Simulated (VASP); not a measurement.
# AlIn2As2P (P4mm) in VASP: a series of runs

The runs below take AlIn2As2P through single point, with PBE.

Everything below comes from runs of VASP 6.6.1. Logs are shortened: lines on timing, memory, paths and dates and some standing lists are left out, and cuts for length are marked.

### Step 1. The cell of the first run

It takes space group P4mm (No. 99, tetragonal). Conventional cell: a = 4.228 Å, b = 4.228 Å, c = 7.449 Å, α = 90.00°, β = 90.00°, γ = 90.00°. Al (site symmetry 4mm) has 1 In at 2.48 Å and 1 P at 2.88 Å within 3.3 Å. In (site symmetry 4mm) has 4 As at 2.37 Å and 4 In at 3.00 Å within 3.1 Å. In (site symmetry 4mm) has 1 P at 2.09 Å and 1 Al at 2.48 Å and 4 As at 2.48 Å within 2.8 Å. P (site symmetry 4mm) has 1 In at 2.09 Å and 4 As at 2.25 Å within 2.8 Å. As (site symmetry 2mm) has 2 P at 2.25 Å and 4 In at 2.37 to 2.48 Å and 4 As at 2.99 Å within 3.0 Å.

### Step 2. Single point, PBE

The input, INCAR:

```
ALGO = Normal ; EDIFF = 1E-7
ENCUT = 520 ; GGA = PE
ISIF = 2 ; ISMEAR = 0
LASPH = True ; LCHARG = False
LREAL = False ; LWAVE = False
NBANDS = 31 ; NELM = 100
PREC = Accurate ; SIGMA = 0.1
```

The input, KPOINTS:

```
k-points
0
Gamma
  4 4 4
```

The input, POSCAR:

```
AlIn2As2P
1.0
    4.2281843600      0.0000000000      0.0000000000
    0.0000000000      4.2281843600      0.0000000000
    0.0000000000      0.0000000000      7.4488087400
Al In P As
1 2 1 2
Direct
    0.0000000000      0.0000000000      0.8513649400
    0.5000000000      0.5000000000      0.2165075500
    0.0000000000      0.0000000000      0.1842954900
    0.0000000000      0.0000000000      0.4642988600
    0.5000000000      0.0000000000      0.3596121300
    0.0000000000      0.5000000000      0.3596121300
```

Potentials or basis: VASP PAW PBE potentials, release 64 (Al, In_d, P, As).

On the command line:

```bash
$ cat potpaw_PBE.64/Al/POTCAR potpaw_PBE.64/In_d/POTCAR potpaw_PBE.64/P/POTCAR potpaw_PBE.64/As/POTCAR > POTCAR
$ mpirun -np 1 vasp_std > vasp.out
```

OUTCAR:

```text
EDIFF = 1E-7
   ENCUT = 520
   GGA = PE
   ISIF = 2
   ISMEAR = 0
   LASPH = True
   LREAL = False
   NELM = 100
   PREC = Accurate

 ion  position               nearest neighbor table
   1  0.000  0.000  0.851-   3 2.48   4 2.88
   2  0.500  0.500  0.217-   5 2.37   6 2.37   5 2.37   6 2.37   3 3.00   3 3.00   3 3.00   3 3.00

   3  0.000  0.000  0.184-   4 2.09   1 2.48   5 2.48   6 2.48   6 2.48   5 2.48   2 3.00   2 3.00
                             2 3.00   2 3.00
   4  0.000  0.000  0.464-   3 2.09   5 2.25   6 2.25   6 2.25   5 2.25   1 2.88
   5  0.500  0.000  0.360-   4 2.25   4 2.25   2 2.37   2 2.37   3 2.48   3 2.48
   6  0.000  0.500  0.360-   4 2.25   4 2.25   2 2.37   2 2.37   3 2.48   3 2.48

  LATTYP: Found a simple tetragonal cell.
 ALAT       =     4.2281843600
 C/A-ratio  =     1.7617038676

  Lattice vectors:

 A1 = (   4.2281843600,   0.0000000000,   0.0000000000)
 A2 = (   0.0000000000,   4.2281843600,   0.0000000000)
 A3 = (   0.0000000000,   0.0000000000,   7.4488087400)

Analysis of symmetry for initial positions (statically):
=====================================================================
 Subroutine PRICEL returns:
 Original cell was already a primitive cell.

 Routine SETGRP: Setting up the symmetry group for a
 simple tetragonal supercell.

 Subroutine GETGRP returns: Found  8 space group operations
 (whereof  8 operations were pure point group operations)
 out of a pool of 16 trial point group operations.

The static configuration has the point symmetry C_4v.

Analysis of symmetry for dynamics (positions and initial velocities):
=====================================================================
 Subroutine PRICEL returns:
 Original cell was already a primitive cell.

 Routine SETGRP: Setting up the symmetry group for a
 simple tetragonal supercell.

 Subroutine GETGRP returns: Found  8 space group operations
 (whereof  8 operations were pure point group operations)
 out of a pool of 16 trial point group operations.

The dynamic configuration has the point symmetry C_4v.

 Subroutine INISYM returns: Found  8 space group operations
 (whereof  8 operations are pure point group operations),
 and found     1 'primitive' translations

----------------------------------------------------------------------------------------

                                     Primitive cell

  volume of cell :     133.1664

  direct lattice vectors                    reciprocal lattice vectors
     4.228184360  0.000000000  0.000000000     0.236508136  0.000000000  0.000000000
     0.000000000  4.228184360  0.000000000     0.000000000  0.236508136  0.000000000
     0.000000000  0.000000000  7.448808740     0.000000000  0.000000000  0.134249655

  length of vectors
     4.228184360  4.228184360  7.448808740     0.236508136  0.236508136  0.134249655

  position of ions in fractional coordinates (direct lattice)
     0.000000000  0.000000000  0.851364940
     0.500000000  0.500000000  0.216507550
     0.000000000  0.000000000  0.184295490
     0.000000000  0.000000000  0.464298860
     0.500000000  0.000000000  0.359612130
     0.000000000  0.500000000  0.359612130

  ion indices of the primitive-cell ions
   primitive index   ion index
                 1           1
                 2           2
                 3           3
                 4           4
                 5           5
                 6           6

----------------------------------------------------------------------------------------

 KPOINTS: k-points

Automatic generation of k-mesh.
 Grid dimensions read from file:
 generate k-points for:    4    4    4

 Generating k-lattice:

  Cartesian coordinates                     Fractional coordinates (reciprocal lattice)
     0.059127034  0.000000000  0.000000000     0.250000000  0.000000000  0.000000000
     0.000000000  0.059127034  0.000000000     0.000000000  0.250000000  0.000000000
     0.000000000  0.000000000  0.033562414     0.000000000  0.000000000  0.250000000

  Length of vectors
     0.059127034  0.059127034  0.033562414

  Shift w.r.t. Gamma in fractional coordinates (k-lattice)
     0.000000000  0.000000000  0.000000000

 Subroutine IBZKPT returns following result:
 ===========================================

 Found     18 irreducible k-points:

 Following reciprocal coordinates:
            Coordinates               Weight
  0.000000  0.000000  0.000000      1.000000
  0.250000  0.000000  0.000000      4.000000
  0.500000  0.000000  0.000000      2.000000
  0.250000  0.250000  0.000000      4.000000
  0.500000  0.250000  0.000000      4.000000
  0.500000  0.500000  0.000000      1.000000
[... 10 lines left out ...]
  0.500000  0.250000  0.500000      4.000000
  0.500000  0.500000  0.500000      1.000000
   k-points           NKPTS =     18   k-points in BZ     NKDIM =     18   number of bands    NBANDS=     31
   number of dos      NEDOS =    301   number of ions     NIONS =      6
   total plane-waves  NPLWV =  57344
   dimension x,y,z NGX =    32 NGY =   32 NGZ =   56
   dimension x,y,z NGXF=    64 NGYF=   64 NGZF=  112
   ions per type =               1   2   1   2
   NGX,Y,Z   is equivalent  to a cutoff of  12.58, 12.58, 12.50 a.u.
   NGXF,Y,Z  is equivalent  to a cutoff of  25.16, 25.16, 25.00 a.u.
 SYSTEM =  unknown system
   PREC   = accura    normal or accurate (medium, high low for compatibility)
   ISTART =      0    job   : 0-new  1-cont  2-samecut
   ICHARG =      2    charge: 1-file 2-atom 10-const
   ISPIN  =      1    spin polarized calculation?
   LNONCOLLINEAR =      F non collinear calculations
   LSORBIT =      F    spin-orbit coupling
   LASPH  =      T    aspherical Exc in radial PAW
   ENCUT  =  520.0 eV  38.22 Ry    6.18 a.u.   7.86  7.86 13.85*2*pi/ulx,y,z
   NELM   =    100;   NELMIN=  2; NELMDL= -5     # of ELM steps
   EDIFF  = 0.1E-06   stopping-criterion for ELM
   LREAL  =      F    real-space projection
   EDIFFG = 0.1E-05   stopping-criterion for IOM
   NSW    =      0    number of steps for IOM
   IBRION =     -1    ionic relax: 0-MD 1-quasi-New 2-CG
   NFREE  =      0    steps in history (QN), initial steepest desc. (CG)
   ISIF   =      2    stress and relaxation
   ISYM   =      2    0-nonsym 1-usesym 2-fastsym
   POTIM  = 0.5000    time-step for ionic-motion
   TEBEG  =    0.0;   TEEND  =   0.0 temperature during run
   PSTRESS=    0.0 pullay stress
   NELECT =      44.0000    total number of electrons
   NUPDOWN=      -1.0000    fix difference up-down
   EMIN   =  10.00;   EMAX   =-10.00  energy-range for DOS
   EFERMI =   0.00;   METHOD = LEGACY
   ISMEAR =     0;   SIGMA  =   0.10  broadening in eV -4-tet -1-fermi 0-gaus
   EFERMI_NEDOS =   21; number of points for ismear=-14 and -15
   IALGO  =     38    algorithm
   IMIX   =      4    mixing-type and parameters
     AMIX     =   0.40;   BMIX     =  1.00
     AMIX_MAG =   1.60;   BMIX_MAG =  1.00
  volume/ion in A,a.u.               =      22.19       149.78
  Fermi-wavevector in a.u.,A,eV,Ry     =   1.131777  2.138748 17.427961  1.280919
  Thomas-Fermi vector in A             =   2.268477
   LORBIT       =      0    0 simple, 1 ext, 2 COOP (PROOUT), +10 PAW based schemes
   GGA     = PE    functional components
   LHFCALC =     F    Hartree Fock is set to
   AEXX    =    0.0000 exact exchange contribution
   IVDW    =     0    specifies the selected vdW correction
   LEPSILON=     F    determine dielectric tensor
   LRPA    =     F    only Hartree local field effects (RPA)
 non-spin polarized calculation
 Gauss-broadening in eV      SIGMA  =   0.10
  energy-cutoff  :      520.00
  volume of cell :      133.17
 maximum number of plane-waves:      3616
 NGX is ok and might be reduce to    32
   NGX = 15   NGY = 15   NGZ = 27

 number of electron      44.0000015 magnetization

 Free energy of the ion-electron system (eV)
  ---------------------------------------------------
  ext. energy  EPLUGINS =         0.00000000
  ---------------------------------------------------
  free energy    TOTEN  =       -10.18068254 eV

  energy without entropy =      -10.14845322  energy(sigma->0) =      -10.16456788

 E-fermi :   6.8012     XC(G=0):  -9.4323

 val. band max:        6.7974923104   @ k =   0.2500   0.2500   0.0000
 cond. band min:       6.8596828266   @ k =   0.2500   0.0000   0.2500
 fundamental gap:      0.0621905162
 Fermi energy:         6.8012120273

 k-point     1 :       0.0000    0.0000    0.0000
  band No.  band energies     occupation
      1     -11.6768      2.00000
      2     -10.1830      2.00000
      3      -9.9977      2.00000
      4      -9.7414      2.00000
      5      -9.7414      2.00000
      6      -9.6872      2.00000
[... 23 lines left out ...]
     30      10.7960      0.00000
     31      11.5261      0.00000

 k-point     2 :       0.2500    0.0000    0.0000
  band No.  band energies     occupation
      1     -11.4198      2.00000
      2     -10.2149      2.00000
      3      -9.9387      2.00000
      4      -9.7502      2.00000
      5      -9.5417      2.00000
      6      -9.5376      2.00000
[... 23 lines left out ...]
     30      11.9107      0.00000
     31      12.9823      0.00000

 k-point     3 :       0.5000    0.0000    0.0000
  band No.  band energies     occupation
      1     -11.1018      2.00000
      2     -10.3386      2.00000
      3      -9.7774      2.00000
      4      -9.7323      2.00000
      5      -9.3562      2.00000
      6      -9.2260      2.00000
[... 23 lines left out ...]
     30      11.5504      0.00000
     31      11.9928      0.00000

 k-point     4 :       0.2500    0.2500    0.0000
  band No.  band energies     occupation
      1     -11.1976      2.00000
      2     -10.1672      2.00000
      3     -10.0640      2.00000
      4      -9.6060      2.00000
      5      -9.5899      2.00000
      6      -9.3157      2.00000
[... 431 lines left out ...]
     30      11.2702      0.00000
     31      13.2947      0.00000

 k-point    17 :       0.5000    0.2500    0.5000
  band No.  band energies     occupation
      1     -10.9168      2.00000
      2     -10.2891      2.00000
      3     -10.0332      2.00000
      4      -9.4952      2.00000
      5      -9.4691      2.00000
      6      -9.2849      2.00000
[... 23 lines left out ...]
     30      12.3082      0.00000
     31      13.1165      0.00000

 k-point    18 :       0.5000    0.5000    0.5000
  band No.  band energies     occupation
      1     -10.6674      2.00000
      2     -10.2417      2.00000
      3     -10.2417      2.00000
      4      -9.5697      2.00000
      5      -9.3730      2.00000
      6      -9.3196      2.00000
[... 23 lines left out ...]
     30      11.0255      0.00000
     31      11.3789      0.00000

------------------------ aborting loop because EDIFF is reached ----------------------------------------

  FORCE on cell =-STRESS in cart. coord.  units (eV):
  Direction    XX          YY          ZZ          XY          YZ          ZX
  --------------------------------------------------------------------------------------
  -------------------------------------------------------------------------------------
  Total       44.2381454     44.2381454     39.1135893      0.0000000      0.0000000     -0.0000000
  in kB      532.2465321    532.2465321    470.5909811      0.0000000      0.0000000     -0.0000000
  external PRESSURE =     511.6946817 kB  Pullay stress =       0.0000000 kB

 VOLUME and BASIS-vectors are now :
 -----------------------------------------------------------------------------
  energy-cutoff  :      520.00
  volume of cell :      133.17
      direct lattice vectors                 reciprocal lattice vectors
     4.228184360  0.000000000  0.000000000     0.236508136  0.000000000  0.000000000
     0.000000000  4.228184360  0.000000000     0.000000000  0.236508136  0.000000000
     0.000000000  0.000000000  7.448808740     0.000000000  0.000000000  0.134249655

 POSITION                                       TOTAL-FORCE (eV/Angst)
 -----------------------------------------------------------------------------------
      0.00000      0.00000      6.34165         0.000000      0.000000     -1.806023
      2.11409      2.11409      1.61272         0.000000     -0.000000     -6.799901
      0.00000      0.00000      1.37278         0.000000      0.000000    -13.407865
      0.00000      0.00000      3.45847         0.000000      0.000000     12.024692
      2.11409      0.00000      2.67868         0.000000      0.000000      4.994549
      0.00000      2.11409      2.67868        -0.000000      0.000000      4.994549
 -----------------------------------------------------------------------------------
    total drift:                                0.000000     -0.000000     -0.001200

  FREE ENERGIE OF THE ION-ELECTRON SYSTEM (eV)
  ---------------------------------------------------
  free  energy   TOTEN  =       -10.1806825353 eV

  energy  without entropy=      -10.1484532165  energy(sigma->0) =      -10.16456788
```

Wall time 98 s (1 thread of Intel Xeon Platinum 8375C at 2.90GHz (Ice Lake), shared host); peak memory 0.27 GiB.

What came out:

```yaml
Free_energy: -10.1807 eV
Pressure: 51.2 GPa
Largest_force: 13.408 eV/Å
Band_gap_on_the_k_mesh: zero (band 22 reaches 7.06 eV, above the bottom of band 23 at 6.50 eV)
```

Forces in eV/Å, atoms in the order of the input:
```
Al    0.000   0.000  -1.806
In    0.000   0.000  -6.800
In    0.000   0.000 -13.408
P     0.000   0.000  12.025
As    0.000   0.000   4.995
As    0.000   0.000   4.995
```

Stress tensor (GPa, compression positive):
```
53.22  0.00  0.00
 0.00 53.22  0.00
 0.00  0.00 47.06
```

Caveat: the k points lie up to 0.37 Å⁻¹ apart; spin-orbit coupling is left out, which moves the levels of the heavy elements; forces of over 1 eV/Å act on the atoms, so gaps and moduli don't describe the material at rest.

### Step 3. Single point, PBE

This run uses another cell than the first one, of 33.06 Å³/atom, 1.489 times its volume.

The input, INCAR:

```
  PREC = Accurate
  ENCUT = 520
  EDIFF = 1E-6
  ISMEAR = 0
  SIGMA = 0.1
  LREAL = False
  LASPH = True
  NELM = 80
  ALGO = Normal
  ISIF = 2
  LWAVE = False
  LCHARG = False
  GGA = PE
  NBANDS = 31
```

The input, KPOINTS:

```
Automatic mesh
0
Gamma
  4 4 4
```

The input, POSCAR:

```
AlIn2As2P
1.0
    4.7027617258      0.0000000000      0.0000000000
    0.0000000000      4.7027617258      0.0000000000
    0.0000000000      0.0000000000      8.9678385402
Al In P As
1 2 1 2
Direct
    0.0000000000      0.0000000000      0.7629820187
    0.5000000000      0.5000000000      0.2201155528
    0.0000000000      0.0000000000      0.1176553188
    0.0000000000      0.0000000000      0.4981171389
    0.5000000000      0.0000000000      0.4184105355
    0.0000000000      0.5000000000      0.4184105355
```

Potentials or basis: VASP PAW PBE potentials, release 64 (Al, In_d, P, As).

On the command line:

```bash
$ cat potpaw_PBE.64/Al/POTCAR potpaw_PBE.64/In_d/POTCAR potpaw_PBE.64/P/POTCAR potpaw_PBE.64/As/POTCAR > POTCAR
$ mpirun -np 1 vasp_std > vasp.out
```

Wall time 3.2 min (1 thread of Intel Xeon Platinum 8375C at 2.90GHz (Ice Lake), shared host); peak memory 0.35 GiB.

It converged, with:

```yaml
Free_energy: -20.9267 eV
Pressure: 0.0 GPa
Largest_force: 0.020 eV/Å
Band_gap_on_the_k_mesh: zero (band 22 reaches 3.44 eV, above the bottom of band 23 at 2.80 eV)
```

Forces on the atoms (eV/Å):
```
Al   0.000  0.000 -0.004
In   0.000  0.000 -0.009
In   0.000  0.000 -0.009
P    0.000  0.000  0.020
As   0.000  0.000  0.001
As   0.000  0.000  0.001
```

Levels at points of the mesh, in eV from the Fermi level:
```
           k point  band 20  band 21  band 22  band 23  band 24  band 25
(0.00, 0.00, 0.00)    -0.81    -0.81    -0.55     0.17     1.37     1.37
(0.50, 0.00, 0.00)    -1.50    -1.42    -1.05     0.80     1.64     1.77
(0.50, 0.50, 0.00)    -0.87    -0.61    -0.61     0.57     1.13     1.66
(0.00, 0.00, 0.50)    -0.84    -0.84    -0.56     0.35     1.10     1.10
(0.50, 0.00, 0.50)    -2.01    -1.23    -0.27     0.18     1.35     1.95
(0.50, 0.50, 0.50)    -1.88     0.05     0.05     0.57     0.66     0.66
```

Caveat: spin-orbit coupling is left out, which moves the levels of the heavy elements.

### Step 4. Single point, PBE

The input, INCAR:

```
ALGO = Normal ; EDIFF = 1E-6
ENCUT = 600 ; GGA = PE
GGA_COMPAT = False ; ISIF = 2
ISMEAR = 0 ; LASPH = True
LCHARG = False ; LREAL = False
LWAVE = False ; NBANDS = 41
NELM = 120 ; PREC = Accurate
SIGMA = 0.1
```

The input, KPOINTS:

```
k-points
0
Gamma
  4 4 4
```

The input, POSCAR:

```
AlIn2As2P
1.0
    4.2281843600      0.0000000000      0.0000000000
    0.0000000000      4.2281843600      0.0000000000
    0.0000000000      0.0000000000      7.4488087400
Al In P As
1 2 1 2
Direct
    0.0000000000      0.0000000000      0.8513649400
    0.5000000000      0.5000000000      0.2165075500
    0.0000000000      0.0000000000      0.1842954900
    0.0000000000      0.0000000000      0.4642988600
    0.5000000000      0.0000000000      0.3596121300
    0.0000000000      0.5000000000      0.3596121300
```

Potentials or basis: VASP PAW PBE potentials, release 64 (Al, In_d, P, As_d).

On the command line:

```bash
$ cat potpaw_PBE.64/Al/POTCAR potpaw_PBE.64/In_d/POTCAR potpaw_PBE.64/P/POTCAR potpaw_PBE.64/As_d/POTCAR > POTCAR
$ mpirun -np 1 vasp_std > vasp.out
```

Run time: 2.1 min. Hardware: 1 thread of AMD EPYC 9R45 (Zen 5), shared host; peak memory 0.29 GiB.

The run converged. Its results:

```yaml
Free_energy: -10.2644 eV
Pressure: 50.7 GPa
Largest_force: 13.349 eV/Å
Band_gap_on_the_k_mesh: zero (band 32 reaches 6.52 eV, above the bottom of band 33 at 5.95 eV)
```

Forces in eV/Å, atoms in the order of the input:
```
Al    0.000   0.000  -1.808
In    0.000   0.000  -6.744
In    0.000   0.000 -13.349
P     0.000   0.000  11.890
As    0.000   0.000   5.006
As    0.000   0.000   5.006
```

Stress tensor (GPa, compression positive):
```
52.71  0.00  0.00
 0.00 52.71  0.00
 0.00  0.00 46.82
```

Levels at points of the mesh, in eV from the Fermi level:
| k point | band 30 | band 31 | band 32 | band 33 | band 34 | band 35 |
| --- | --- | --- | --- | --- | --- | --- |
| (0.00, 0.00, 0.00) | -1.88 | -1.26 | -0.68 | 0.38 | 0.38 | 1.15 |
| (0.50, 0.00, 0.00) | -1.88 | -1.29 | 0.24 | 0.60 | 1.40 | 1.63 |
| (0.50, 0.50, 0.00) | -0.46 | -0.46 | -0.09 | 0.93 | 2.28 | 2.35 |
| (0.00, 0.00, 0.50) | -2.51 | -1.28 | -0.28 | 0.18 | 0.18 | 2.09 |
| (0.50, 0.00, 0.50) | -3.31 | -1.19 | 0.25 | 0.36 | 0.48 | 1.63 |
| (0.50, 0.50, 0.50) | -1.72 | -0.09 | 0.15 | 0.15 | 1.89 | 1.89 |

Caveat: the k points lie up to 0.37 Å⁻¹ apart; spin-orbit coupling is left out, which moves the levels of the heavy elements; forces of over 1 eV/Å act on the atoms, so gaps and moduli don't describe the material at rest.

### Step 5. Summary

| potentials or basis | cell | cutoff (eV) | second run | gap on the mesh (eV) | pressure (GPa) | largest force (eV/Å) |
| --- | --- | --- | --- | --- | --- | --- |
| VASP PAW PBE potentials, release 64 (Al, In_d, P, As) | a = 4.228, b = 4.228, c = 7.449 Å, 6 atoms | 520 | - | none | 51.2 | 13.41 |
| VASP PAW PBE potentials, release 64 (Al, In_d, P, As) | a = 4.703, b = 4.703, c = 8.968 Å, 6 atoms | 520 | - | none | 0.0 | 0.02 |
| VASP PAW PBE potentials, release 64 (Al, In_d, P, As_d) | a = 4.228, b = 4.228, c = 7.449 Å, 6 atoms | 600 | valence_matched | none | 50.7 | 13.35 |

Alike in all rows: task single point; level PBE; no spin polarisation; k mesh 4 × 4 × 4; smearing gaussian 0.1 eV.

Caveats: some runs use coarse meshes; spin-orbit coupling is left out, which moves the levels of the heavy elements; forces of over 1 eV/Å act on the atoms, so gaps and moduli don't describe the material at rest (some runs).

Absolute energies hang on the potentials; compare differences alone.
